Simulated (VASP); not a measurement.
# SbPt (P6_3/mmc) in VASP: relaxation of cell and atoms with PBEsol

Aim: the relaxation of cell and atoms of SbPt with PBEsol.

All numbers are computed with VASP 6.6.1; they aren't measurements. Logs are shortened: lines on timing, memory, paths and dates and some standing lists are left out, and cuts for length are marked.

### Step 1. The cell of the first run

Symmetry: P6_3/mmc, No. 194, hexagonal system. The conventional cell has a = 3.858 Å, b = 3.858 Å, c = 12.705 Å, α = 90.00°, β = 90.00°, γ = 120.00°. Pt (site symmetry -3m) has 6 Sb at 2.74 Å within 3.6 Å. Pt (site symmetry -6m2) has 6 Sb at 2.74 Å within 3.6 Å. Sb (site symmetry 3m) has 6 Pt at 2.74 Å and 1 Sb at 3.18 Å within 3.6 Å.

### Step 2. Relaxation of cell and atoms, PBEsol

INCAR reads:

```
PREC = Accurate
ENCUT = 600
EDIFF = 1E-6
ISMEAR = 0
SIGMA = 0.1
LREAL = F
LASPH = T
NELM = 80
ALGO = Normal
ISIF = 3
LWAVE = F
LCHARG = F
GGA = PS
IBRION = 2
NSW = 65
EDIFFG = -0.01
```

KPOINTS reads:

```
Automatic mesh
0
Gamma
  12 12 3
```

POSCAR reads:

```
SbPt
1.0
    3.8577735199      0.0000000000      0.0000000000
   -1.9288867599      3.3409298702      0.0000000000
    0.0000000000      0.0000000000     12.7049933084
Pt Sb
4 4
Direct
    0.0000000000      0.0000000000      0.0000000000
    0.3333333333      0.6666666667      0.2500000000
    0.0000000000      0.0000000000      0.5000000000
    0.6666666667      0.3333333333      0.7500000000
    0.6666666667      0.3333333333      0.1250000000
    0.6666666667      0.3333333333      0.3750000000
    0.3333333333      0.6666666667      0.6250000000
    0.3333333333      0.6666666667      0.8750000000
```

Potentials or basis: VASP PAW PBE potentials, release 64 (Pt, Sb).

The run is started by

```console
$ cat potpaw_PBE.64/Pt/POTCAR potpaw_PBE.64/Sb/POTCAR > POTCAR
$ mpirun -np 1 vasp_std > vasp.out
```

OUTCAR:

```text
PREC = Accurate
   ENCUT = 600
   EDIFF = 1E-6
   ISMEAR = 0
   LREAL = F
   LASPH = T
   NELM = 80
   ISIF = 3
   GGA = PS
   IBRION = 2
   NSW = 65
   EDIFFG = -0.01

 ion  position               nearest neighbor table
   1  0.000  0.000  0.000-   5 2.74   8 2.74   8 2.74   5 2.74   5 2.74   8 2.74
   2  0.333  0.667  0.250-   5 2.74   6 2.74   5 2.74   6 2.74   5 2.74   6 2.74
   3  0.000  0.000  0.500-   6 2.74   7 2.74   7 2.74   6 2.74   6 2.74   7 2.74
   4  0.667  0.333  0.750-   7 2.74   8 2.74   7 2.74   8 2.74   7 2.74   8 2.74
   5  0.667  0.333  0.125-   2 2.74   1 2.74   2 2.74   1 2.74   1 2.74   2 2.74   6 3.18
   6  0.667  0.333  0.375-   2 2.74   3 2.74   2 2.74   3 2.74   3 2.74   2 2.74   5 3.18
   7  0.333  0.667  0.625-   4 2.74   3 2.74   4 2.74   3 2.74   3 2.74   4 2.74   8 3.18
   8  0.333  0.667  0.875-   4 2.74   1 2.74   4 2.74   1 2.74   1 2.74   4 2.74   7 3.18

  LATTYP: Found a hexagonal cell.
 ALAT       =     3.8577735199
 C/A-ratio  =     3.2933486745

  Lattice vectors:

 A1 = (   3.8577735199,   0.0000000000,   0.0000000000)
 A2 = (  -1.9288867599,   3.3409298702,   0.0000000000)
 A3 = (   0.0000000000,   0.0000000000,  12.7049933084)

Analysis of symmetry for initial positions (statically):
=====================================================================
 Subroutine PRICEL returns:
 Original cell was already a primitive cell.

 Routine SETGRP: Setting up the symmetry group for a
 hexagonal supercell.

 Subroutine GETGRP returns: Found 24 space group operations
 (whereof 12 operations were pure point group operations)
 out of a pool of 24 trial point group operations.

The static configuration has the point symmetry D_3d.
 The point group associated with its full space group is D_6h.

Analysis of symmetry for dynamics (positions and initial velocities):
=====================================================================
 Subroutine PRICEL returns:
 Original cell was already a primitive cell.

 Routine SETGRP: Setting up the symmetry group for a
 hexagonal supercell.

 Subroutine GETGRP returns: Found 24 space group operations
 (whereof 12 operations were pure point group operations)
 out of a pool of 24 trial point group operations.

The dynamic configuration has the point symmetry D_3d.
 The point group associated with its full space group is D_6h.

 Subroutine INISYM returns: Found 24 space group operations
 (whereof 12 operations are pure point group operations),
 and found     1 'primitive' translations

----------------------------------------------------------------------------------------

                                     Primitive cell

  volume of cell :     163.7490

  direct lattice vectors                    reciprocal lattice vectors
     3.857773520  0.000000000  0.000000000     0.259216876  0.149658933  0.000000000
    -1.928886760  3.340929870  0.000000000     0.000000000  0.299317866  0.000000000
     0.000000000  0.000000000 12.704993308     0.000000000  0.000000000  0.078709211

  length of vectors
     3.857773520  3.857773520 12.704993308     0.299317866  0.299317866  0.078709211

  position of ions in fractional coordinates (direct lattice)
     0.000000000  0.000000000  0.000000000
     0.333333333  0.666666667  0.250000000
     0.000000000  0.000000000  0.500000000
     0.666666667  0.333333333  0.750000000
     0.666666667  0.333333333  0.125000000
     0.666666667  0.333333333  0.375000000
     0.333333333  0.666666667  0.625000000
     0.333333333  0.666666667  0.875000000

  ion indices of the primitive-cell ions
   primitive index   ion index
                 1           1
                 2           2
                 3           3
                 4           4
                 5           5
                 6           6
                 7           7
                 8           8

----------------------------------------------------------------------------------------

 KPOINTS: Automatic mesh

Automatic generation of k-mesh.
 Grid dimensions read from file:
 generate k-points for:   12   12    3

 Generating k-lattice:

  Cartesian coordinates                     Fractional coordinates (reciprocal lattice)
     0.021601406  0.012471578  0.000000000     0.083333333  0.000000000  0.000000000
     0.000000000  0.024943156  0.000000000     0.000000000  0.083333333  0.000000000
     0.000000000  0.000000000  0.026236404     0.000000000  0.000000000  0.333333333

  Length of vectors
     0.024943156  0.024943156  0.026236404

  Shift w.r.t. Gamma in fractional coordinates (k-lattice)
     0.000000000  0.000000000  0.000000000

 Subroutine IBZKPT returns following result:
 ===========================================

 Found     38 irreducible k-points:

 Following reciprocal coordinates:
            Coordinates               Weight
  0.000000  0.000000  0.000000      1.000000
  0.083333  0.000000  0.000000      6.000000
  0.166667 -0.000000  0.000000      6.000000
  0.250000  0.000000  0.000000      6.000000
  0.333333  0.000000  0.000000      6.000000
  0.416667 -0.000000  0.000000      6.000000
[... 16 lines left out ...]
  0.250000  0.000000  0.333333     12.000000
  0.333333  0.000000  0.333333     12.000000
 [... further k-points ...]
   k-points           NKPTS =     38   k-points in BZ     NKDIM =     38   number of bands    NBANDS=     36
   number of dos      NEDOS =    301   number of ions     NIONS =      8
   total plane-waves  NPLWV = 110592
   dimension x,y,z NGX =    32 NGY =   32 NGZ =  108
   dimension x,y,z NGXF=    64 NGYF=   64 NGZF=  216
   ions per type =               4   4
   NGX,Y,Z   is equivalent  to a cutoff of  13.79, 13.79, 14.13 a.u.
   NGXF,Y,Z  is equivalent  to a cutoff of  27.58, 27.58, 28.26 a.u.
 SYSTEM =  unknown system
   PREC   = accura    normal or accurate (medium, high low for compatibility)
   ISTART =      0    job   : 0-new  1-cont  2-samecut
   ICHARG =      2    charge: 1-file 2-atom 10-const
   ISPIN  =      1    spin polarized calculation?
   LNONCOLLINEAR =      F non collinear calculations
   LSORBIT =      F    spin-orbit coupling
   LASPH  =      T    aspherical Exc in radial PAW
   ENCUT  =  600.0 eV  44.10 Ry    6.64 a.u.   7.70  7.70 25.38*2*pi/ulx,y,z
   NELM   =     80;   NELMIN=  2; NELMDL= -5     # of ELM steps
   EDIFF  = 0.1E-05   stopping-criterion for ELM
   LREAL  =      F    real-space projection
   EDIFFG = -.1E-01   stopping-criterion for IOM
   NSW    =     65    number of steps for IOM
   IBRION =      2    ionic relax: 0-MD 1-quasi-New 2-CG
   NFREE  =      1    steps in history (QN), initial steepest desc. (CG)
   ISIF   =      3    stress and relaxation
   ISYM   =      2    0-nonsym 1-usesym 2-fastsym
   POTIM  = 0.5000    time-step for ionic-motion
   TEBEG  =    0.0;   TEEND  =   0.0 temperature during run
   PSTRESS=    0.0 pullay stress
   NELECT =      60.0000    total number of electrons
   NUPDOWN=      -1.0000    fix difference up-down
   EMIN   =  10.00;   EMAX   =-10.00  energy-range for DOS
   EFERMI =   0.00;   METHOD = LEGACY
   ISMEAR =     0;   SIGMA  =   0.10  broadening in eV -4-tet -1-fermi 0-gaus
   EFERMI_NEDOS =   21; number of points for ismear=-14 and -15
   IALGO  =     38    algorithm
   IMIX   =      4    mixing-type and parameters
     AMIX     =   0.40;   BMIX     =  1.00
     AMIX_MAG =   1.60;   BMIX_MAG =  1.00
  volume/ion in A,a.u.               =      20.47       138.13
  Fermi-wavevector in a.u.,A,eV,Ry     =   1.171473  2.213764 18.671952  1.372350
  Thomas-Fermi vector in A             =   2.307917
   LORBIT       =      0    0 simple, 1 ext, 2 COOP (PROOUT), +10 PAW based schemes
   GGA     = PS    functional components
   LHFCALC =     F    Hartree Fock is set to
   AEXX    =    0.0000 exact exchange contribution
   IVDW    =     0    specifies the selected vdW correction
   LEPSILON=     F    determine dielectric tensor
   LRPA    =     F    only Hartree local field effects (RPA)
 conjugate gradient relaxation of ions
 non-spin polarized calculation
 Gauss-broadening in eV      SIGMA  =   0.10
  energy-cutoff  :      600.00
  volume of cell :      163.75
 maximum number of plane-waves:      5505
 NGX is ok and might be reduce to    32
   NGX = 15   NGY = 15   NGZ = 51

--------------------------------------- Ionic step        1  -------------------------------------------

 number of electron      60.0000002 magnetization

 Free energy of the ion-electron system (eV)
  ---------------------------------------------------
  ext. energy  EPLUGINS =         0.00000000
  ---------------------------------------------------
  free energy    TOTEN  =       -47.60017698 eV

  energy without entropy =      -47.58254558  energy(sigma->0) =      -47.59136128

------------------------ aborting loop because EDIFF is reached ----------------------------------------

  FORCE on cell =-STRESS in cart. coord.  units (eV):
  Direction    XX          YY          ZZ          XY          YZ          ZX
  --------------------------------------------------------------------------------------
  -------------------------------------------------------------------------------------
  Total        1.0096280      1.0096280      3.7576148      0.0000000     -0.0000000      0.0000000
  in kB        9.8785554      9.8785554     36.7658247      0.0000000     -0.0000000      0.0000000
  external PRESSURE =      18.8409785 kB  Pullay stress =       0.0000000 kB
[... 107 lines left out ...]
  FREE ENERGIE OF THE ION-ELECTRON SYSTEM (eV)
  ---------------------------------------------------
  free  energy   TOTEN  =       -47.6500083353 eV

  energy  without entropy=      -47.6310270854  energy(sigma->0) =      -47.64051771

[... ionic steps 4 to 8 ...]

--------------------------------------- Ionic step        9  -------------------------------------------

 number of electron      60.0000003 magnetization

------------------------ aborting loop because EDIFF is reached ----------------------------------------
[... 79 lines left out ...]
--------------------------------------- Ionic step       11  -------------------------------------------

 number of electron      60.0000004 magnetization

 Free energy of the ion-electron system (eV)
  ---------------------------------------------------
  ext. energy  EPLUGINS =         0.00000000
  ---------------------------------------------------
  free energy    TOTEN  =       -47.71504004 eV

  energy without entropy =      -47.69805827  energy(sigma->0) =      -47.70654916

 E-fermi :   9.4154     XC(G=0): -11.5561

 val. band max:        9.3795220874   @ k =   0.3333   0.0000   0.3333
 cond. band min:       9.4286063444   @ k =   0.0000   0.0000   0.3333
 fundamental gap:      0.0490842570
 Fermi energy:         9.4154421766

 k-point     1 :       0.0000    0.0000    0.0000
  band No.  band energies     occupation
      1      -3.1401      2.00000
      2      -2.2985      2.00000
      3      -2.2817      2.00000
      4      -0.6875      2.00000
      5       1.9608      2.00000
      6       4.4558      2.00000
[... 925 lines left out ...]
     35      12.1864      0.00000
     36      12.1955      0.00000

 [... further k-points ...]

------------------------ aborting loop because EDIFF is reached ----------------------------------------

  FORCE on cell =-STRESS in cart. coord.  units (eV):
  Direction    XX          YY          ZZ          XY          YZ          ZX
  --------------------------------------------------------------------------------------
  -------------------------------------------------------------------------------------
  Total       -0.0110258     -0.0110258     -0.0691939     -0.0000000     -0.0000000      0.0000000
  in kB       -0.1072592     -0.1072592     -0.6731169     -0.0000000     -0.0000000      0.0000000
  external PRESSURE =      -0.2958784 kB  Pullay stress =       0.0000000 kB
[... 23 lines left out ...]
  FREE ENERGIE OF THE ION-ELECTRON SYSTEM (eV)
  ---------------------------------------------------
  free  energy   TOTEN  =       -47.7150400394 eV

  energy  without entropy=      -47.6980582709  energy(sigma->0) =      -47.70654916

 reached required accuracy - stopping structural energy minimisation
```

Run time: 64 min. Hardware: 1 thread of Intel Xeon 8259CL, shared host; peak memory 0.5 GiB.

What came out:

```yaml
Free_energy: -47.7150 eV
Relaxed_volume: 20.59 Å³/atom
Relaxed_cell: a = 3.752 Å, b = 3.752 Å, c = 13.509 Å, α = 90.00°, β = 90.00°, γ = 120.00°
Space_group_after_relaxing_to_0.1_Å: P6_3/mmc (No. 194)
Energy_gained_by_relaxing: 14.4 meV/atom
Ionic_steps: 11
Pressure_after_relaxing: 0.0 GPa
Largest_force_after_relaxing: 0.007 eV/Å
Band_gap_on_the_k_mesh: zero (bands 30 and 31 overlap by 3.30 eV)
```

Forces in eV/Å, atoms in the order of the input:
```
Pt   0.000  0.000  0.000
Pt   0.000  0.000  0.000
Pt   0.000  0.000  0.000
Pt   0.000  0.000  0.000
Sb   0.000  0.000  0.007
Sb   0.000  0.000 -0.007
Sb   0.000  0.000  0.007
Sb   0.000  0.000 -0.007
```

The path:
```csv
step,energy change (eV),largest force (eV/Å),pressure (GPa),volume (Å³)
1,0.0000,0.5551,1.88,163.75
2,-0.0360,0.1034,-2.87,169.50
3,-0.0498,0.2438,-1.33,167.47
4,-0.0834,0.0731,-0.08,165.70
5,-0.0845,0.1407,0.19,165.33
6,-0.0938,0.1389,-0.07,165.52
7,-0.1078,0.1248,-0.87,166.03
8,-0.1130,0.0948,-0.23,165.09
9,-0.1139,0.0759,0.17,164.52
10,-0.1145,0.0481,0.09,164.59
11,-0.1149,0.0073,-0.03,164.70
```

Final structure:
```
CELL_PARAMETERS angstrom
3.75202 0.00000 0.00000
-1.87601 3.24935 0.00000
0.00000 0.00000 13.50912
ATOMIC_POSITIONS crystal
Pt 0.00000 0.00000 0.00000
Pt 0.33333 0.66667 0.25000
Pt 0.00000 0.00000 0.50000
Pt 0.66667 0.33333 0.75000
Sb 0.66667 0.33333 0.12315
Sb 0.66667 0.33333 0.37685
Sb 0.33333 0.66667 0.62315
Sb 0.33333 0.66667 0.87685
```

Levels at points of the mesh, in eV from the Fermi level:
| k point | band 26 | band 27 | band 28 | band 29 | band 30 | band 31 | band 32 | band 33 | band 34 | band 35 |
| --- | --- | --- | --- | --- | --- | --- | --- | --- | --- | --- |
| (0.00, 0.00, 0.00) | -1.94 | -1.70 | 0.60 | 2.41 | 2.41 | 2.47 | 2.47 | 3.81 | 3.81 | 4.11 |
| (0.50, 0.00, 0.00) | -1.89 | -1.78 | -1.70 | -1.11 | -0.87 | -0.87 | 0.77 | 1.17 | 1.48 | 2.06 |

Caveat: the PAW data sets were made with another functional, which shifts forces and pressure a little; spin-orbit coupling is left out, which moves the levels of the heavy elements.

The gap in the log of VASP goes by the Fermi energy; the results here count the filled bands.